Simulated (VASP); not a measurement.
# Fe (Fm-3m) in VASP: single point with PBE

Aim: the single point of Fe with PBE.

Everything below comes from runs of VASP 6.6.1. Logs are shortened: lines on timing, memory, paths and dates and some standing lists are left out, and cuts for length are marked.

## (1) The cell of the first run

Symmetry: Fm-3m, No. 225, cubic system. Conventional cell: a = 3.449 Å, b = 3.449 Å, c = 3.449 Å, α = 90.00°, β = 90.00°, γ = 90.00°. Within 3.2 Å of Fe (site symmetry m-3m) lie 12 Fe at 2.44 Å.

This isn't the form of Fe at room conditions, which is bcc.

## (2) Single point, PBE

The input, INCAR:

```
ALGO = Fast
EDIFF = 1E-6
ENCUT = 520
GGA = PE
ISIF = 2
ISMEAR = 0
LASPH = T
LCHARG = F
LREAL = F
LWAVE = F
NBANDS = 19
NELM = 80
PREC = Accurate
SIGMA = 0.1
```

The input, KPOINTS:

```
k-points
0
Gamma
  21 21 8
```

The input, POSCAR:

```
Fe
1.0
    2.4389379657      0.0000000000      0.0000000000
   -1.2194689828      2.1121822365      0.0000000000
    0.0000000000      0.0000000000      5.9742201047
Fe
3
Direct
    0.0000000000      0.0000000000      0.0000000000
    0.3333333333      0.6666666667      0.3333333333
    0.6666666667      0.3333333333      0.6666666667
```

Potentials or basis: VASP PAW PBE potentials, release 64 (Fe).

Started as:

```sh
$ cat potpaw_PBE.64/Fe/POTCAR > POTCAR
$ mpirun -np 1 vasp_std > vasp.out
```

OUTCAR:

```text
EDIFF = 1E-6
   ENCUT = 520
   GGA = PE
   ISIF = 2
   ISMEAR = 0
   LASPH = T
   LREAL = F
   NELM = 80
   PREC = Accurate

 ion  position               nearest neighbor table
   1  0.000  0.000  0.000-   2 2.44   3 2.44   2 2.44   3 2.44   3 2.44   2 2.44
   2  0.333  0.667  0.333-   1 2.44   1 2.44   1 2.44   3 2.44   3 2.44   3 2.44
   3  0.667  0.333  0.667-   1 2.44   1 2.44   1 2.44   2 2.44   2 2.44   2 2.44

  LATTYP: Found a hexagonal cell.
 ALAT       =     2.4389379657
 C/A-ratio  =     2.4495170393

  Lattice vectors:

 A1 = (   2.4389379657,   0.0000000000,   0.0000000000)
 A2 = (  -1.2194689828,   2.1121822365,   0.0000000000)
 A3 = (   0.0000000000,   0.0000000000,   5.9742201047)

Analysis of symmetry for initial positions (statically):
=====================================================================
 Subroutine PRICEL returns following result:

  LATTYP: Found a face centered cubic cell.
 ALAT       =     3.4492047731

  Lattice vectors:

 A1 = (   1.2194689827,  -0.7040607454,   1.9914067014)
 A2 = (  -0.0000000001,   1.4081214911,   1.9914067014)
 A3 = (  -1.2194689826,  -0.7040607456,   1.9914067020)

   3 primitive cells build up your supercell.

 Routine SETGRP: Setting up the symmetry group for a
 hexagonal supercell.

 Subroutine GETGRP returns: Found 12 space group operations
 (whereof 12 operations were pure point group operations)
 out of a pool of 24 trial point group operations.

The static configuration has the point symmetry D_3d.

Analysis of symmetry for dynamics (positions and initial velocities):
=====================================================================
 Subroutine PRICEL returns following result:

  LATTYP: Found a face centered cubic cell.
 ALAT       =     3.4492047731

  Lattice vectors:

 A1 = (   1.2194689827,  -0.7040607454,   1.9914067014)
 A2 = (  -0.0000000001,   1.4081214911,   1.9914067014)
 A3 = (  -1.2194689826,  -0.7040607456,   1.9914067020)

   3 primitive cells build up your supercell.

 Routine SETGRP: Setting up the symmetry group for a
 hexagonal supercell.

 Subroutine GETGRP returns: Found 12 space group operations
 (whereof 12 operations were pure point group operations)
 out of a pool of 24 trial point group operations.

The dynamic configuration has the point symmetry D_3d.

 Subroutine INISYM returns: Found 12 space group operations
 (whereof 12 operations are pure point group operations),
 and found     3 'primitive' translations

----------------------------------------------------------------------------------------

                                     Primitive cell

  volume of cell :      10.2587

  direct lattice vectors                    reciprocal lattice vectors
     1.219468983 -0.704060745  1.991406701     0.410014529 -0.236721998  0.167385865
    -0.000000000  1.408121491  1.991406701    -0.000000000  0.473443997  0.167385865
    -1.219468983 -0.704060746  1.991406702    -0.410014528 -0.236721998  0.167385865

  length of vectors
     2.438956085  2.438956085  2.438956085     0.502162569  0.502162569  0.502162569

  position of ions in fractional coordinates (direct lattice)
     0.000000000  0.000000000  0.000000000

  ion indices of the primitive-cell ions
   primitive index   ion index
                 1           1

----------------------------------------------------------------------------------------

 KPOINTS: k-points

Automatic generation of k-mesh.
 Grid dimensions read from file:
 generate k-points for:   21   21    8

 Generating k-lattice:

  Cartesian coordinates                     Fractional coordinates (reciprocal lattice)
     0.019524501  0.011272476  0.000000000     0.047619048  0.000000000  0.000000000
     0.000000000  0.022544952  0.000000000     0.000000000  0.047619048  0.000000000
     0.000000000  0.000000000  0.020923233     0.000000000  0.000000000  0.125000000

  Length of vectors
     0.022544952  0.022544952  0.020923233

  Shift w.r.t. Gamma in fractional coordinates (k-lattice)
     0.000000000  0.000000000  0.000000000

 Subroutine IBZKPT returns following result:
 ===========================================

 Found    351 irreducible k-points:

 Following reciprocal coordinates:
            Coordinates               Weight
  0.000000  0.000000  0.000000      1.000000
  0.047619  0.000000  0.000000      6.000000
  0.095238  0.000000  0.000000      6.000000
  0.142857  0.000000  0.000000      6.000000
  0.190476  0.000000  0.000000      6.000000
  0.238095  0.000000  0.000000      6.000000
[... 16 lines left out ...]
  0.142857  0.095238  0.000000     12.000000
  0.190476  0.095238  0.000000     12.000000
 [... further k-points ...]
   k-points           NKPTS =    351   k-points in BZ     NKDIM =    351   number of bands    NBANDS=     19
   number of dos      NEDOS =    301   number of ions     NIONS =      3
   total plane-waves  NPLWV =  15552
   dimension x,y,z NGX =    18 NGY =   18 NGZ =   48
   dimension x,y,z NGXF=    36 NGYF=   36 NGZF=   96
   ions per type =               3
   NGX,Y,Z   is equivalent  to a cutoff of  12.27, 12.27, 13.36 a.u.
   NGXF,Y,Z  is equivalent  to a cutoff of  24.54, 24.54, 26.71 a.u.
 SYSTEM =  unknown system
   PREC   = accura    normal or accurate (medium, high low for compatibility)
   ISTART =      0    job   : 0-new  1-cont  2-samecut
   ICHARG =      2    charge: 1-file 2-atom 10-const
   ISPIN  =      1    spin polarized calculation?
   LNONCOLLINEAR =      F non collinear calculations
   LSORBIT =      F    spin-orbit coupling
   LASPH  =      T    aspherical Exc in radial PAW
   ENCUT  =  520.0 eV  38.22 Ry    6.18 a.u.   4.53  4.53 11.11*2*pi/ulx,y,z
   NELM   =     80;   NELMIN=  2; NELMDL= -5     # of ELM steps
   EDIFF  = 0.1E-05   stopping-criterion for ELM
   LREAL  =      F    real-space projection
[... 7 lines left out ...]
   TEBEG  =    0.0;   TEEND  =   0.0 temperature during run
   PSTRESS=    0.0 pullay stress
   NELECT =      24.0000    total number of electrons
   NUPDOWN=      -1.0000    fix difference up-down
   EMIN   =  10.00;   EMAX   =-10.00  energy-range for DOS
   EFERMI =   0.00;   METHOD = LEGACY
   ISMEAR =     0;   SIGMA  =   0.10  broadening in eV -4-tet -1-fermi 0-gaus
   EFERMI_NEDOS =   21; number of points for ismear=-14 and -15
   IALGO  =     68    algorithm
   IMIX   =      4    mixing-type and parameters
     AMIX     =   0.40;   BMIX     =  1.00
     AMIX_MAG =   1.60;   BMIX_MAG =  1.00
  volume/ion in A,a.u.               =      10.26        69.23
  Fermi-wavevector in a.u.,A,eV,Ry     =   1.506864  2.847561 30.893930  2.270640
  Thomas-Fermi vector in A             =   2.617526
   LORBIT       =      0    0 simple, 1 ext, 2 COOP (PROOUT), +10 PAW based schemes
   GGA     = PE    functional components
   LHFCALC =     F    Hartree Fock is set to
   AEXX    =    0.0000 exact exchange contribution
   IVDW    =     0    specifies the selected vdW correction
   LEPSILON=     F    determine dielectric tensor
   LRPA    =     F    only Hartree local field effects (RPA)
 non-spin polarized calculation
 RMM-DIIS sequential band-by-band and
 Gauss-broadening in eV      SIGMA  =   0.10
  energy-cutoff  :      520.00
  volume of cell :       30.78
 maximum number of plane-waves:       850
   NGX =  9   NGY =  9   NGZ = 23

 number of electron      24.0000020 magnetization

 Free energy of the ion-electron system (eV)
  ---------------------------------------------------
  ext. energy  EPLUGINS =         0.00000000
  ---------------------------------------------------
  free energy    TOTEN  =       -24.23772819 eV

  energy without entropy =      -24.20990380  energy(sigma->0) =      -24.22381599

 E-fermi :   6.7614     XC(G=0): -13.7536

 val. band max:        6.7611831341   @ k =   0.2857   0.0000   0.1250
 cond. band min:       6.7628831019   @ k =   0.2857   0.0952   0.3750
 fundamental gap:      0.0016999678
 Fermi energy:         6.7614342039

 k-point     1 :       0.0000    0.0000    0.0000
  band No.  band energies     occupation
      1      -2.0454      2.00000
      2       1.3839      2.00000
      3       1.3839      2.00000
      4       5.0017      2.00000
      5       5.0017      2.00000
      6       5.1494      2.00000
[... 11 lines left out ...]
     18       7.2338      0.00000
     19      19.4580      0.00000

 k-point     2 :       0.0476    0.0000    0.0000
  band No.  band energies     occupation
      1      -1.9594      2.00000
      2       1.4524      2.00000
      3       1.4546      2.00000
      4       4.8914      2.00000
      5       4.9087      2.00000
      6       5.1151      2.00000
[... 11 lines left out ...]
     18       7.4965      0.00000
     19      19.5043      0.00000

 k-point     3 :       0.0952    0.0000    0.0000
  band No.  band energies     occupation
      1      -1.7044      2.00000
      2       1.6435      2.00000
      3       1.6631      2.00000
      4       4.5995      2.00000
      5       4.7013      2.00000
      6       5.0137      2.00000
[... 11 lines left out ...]
     18       7.9179      0.00000
     19      19.6387      0.00000

 k-point     4 :       0.1429    0.0000    0.0000
  band No.  band energies     occupation
      1      -1.2913      2.00000
      2       1.9146      2.00000
      3       1.9916      2.00000
      4       4.2274      2.00000
      5       4.4706      2.00000
      6       4.8623      2.00000
[... 407 lines left out ...]
     18       8.4303      0.00000
     19      20.0201      0.00000

 k-point    23 :       0.1429    0.0952    0.0000
  band No.  band energies     occupation
      1      -0.5068      2.00000
      2       2.3836      2.00000
      3       2.4888      2.00000
      4       3.8816      2.00000
      5       4.0509      2.00000
      6       4.6170      2.00000
[... 11 lines left out ...]
     18       8.9575      0.00000
     19      20.3462      0.00000

 k-point    24 :       0.1905    0.0952    0.0000
  band No.  band energies     occupation
      1       0.1410      2.00000
      2       2.5225      2.00000
      3       2.8562      2.00000
      4       3.5828      2.00000
      5       3.9858      2.00000
      6       4.4497      2.00000
[... 11 lines left out ...]
     18       9.5017      0.00000
     19      20.6425      0.00000

 [... further k-points ...]

------------------------ aborting loop because EDIFF is reached ----------------------------------------

  FORCE on cell =-STRESS in cart. coord.  units (eV):
  Direction    XX          YY          ZZ          XY          YZ          ZX
  --------------------------------------------------------------------------------------
  -------------------------------------------------------------------------------------
  Total       -0.1238216     -0.1238216     -0.1225586     -0.0000000      0.0000000     -0.0000000
  in kB       -6.4460498     -6.4460498     -6.3803000     -0.0000000      0.0000000     -0.0000000
  external PRESSURE =      -6.4241332 kB  Pullay stress =       0.0000000 kB

 VOLUME and BASIS-vectors are now :
 -----------------------------------------------------------------------------
  energy-cutoff  :      520.00
  volume of cell :       30.78
      direct lattice vectors                 reciprocal lattice vectors
     2.438937966  0.000000000  0.000000000     0.410014528  0.236721998  0.000000000
    -1.219468983  2.112182236  0.000000000     0.000000000  0.473443997  0.000000000
     0.000000000  0.000000000  5.974220105     0.000000000  0.000000000  0.167385865

 POSITION                                       TOTAL-FORCE (eV/Angst)
 -----------------------------------------------------------------------------------
      0.00000      0.00000      0.00000        -0.000000     -0.000000     -0.000000
     -0.00000      1.40812      1.99141        -0.000000     -0.000000     -0.000000
      1.21947      0.70406      3.98281         0.000000      0.000000      0.000000
 -----------------------------------------------------------------------------------
    total drift:                                0.000000     -0.000000     -0.000000

  FREE ENERGIE OF THE ION-ELECTRON SYSTEM (eV)
  ---------------------------------------------------
  free  energy   TOTEN  =       -24.2377281892 eV

  energy  without entropy=      -24.2099037978  energy(sigma->0) =      -24.22381599
```

Run time: 2.2 min. Hardware: 1 thread of Intel Xeon Platinum 8488C (Sapphire Rapids), shared host; peak memory 0.27 GiB.

What came out:

| Quantity | Value |
| --- | --- |
| Free energy | -24.2377 eV |
| Pressure | -0.6 GPa |
| Band gap on the k mesh | zero (bands 12 and 13 overlap by 1.84 eV) |

Caveat: the run has no spin polarisation, though such a crystal can be magnetic. Spin polarisation is off, so any magnetic state and its effect on volume and gap are missing.
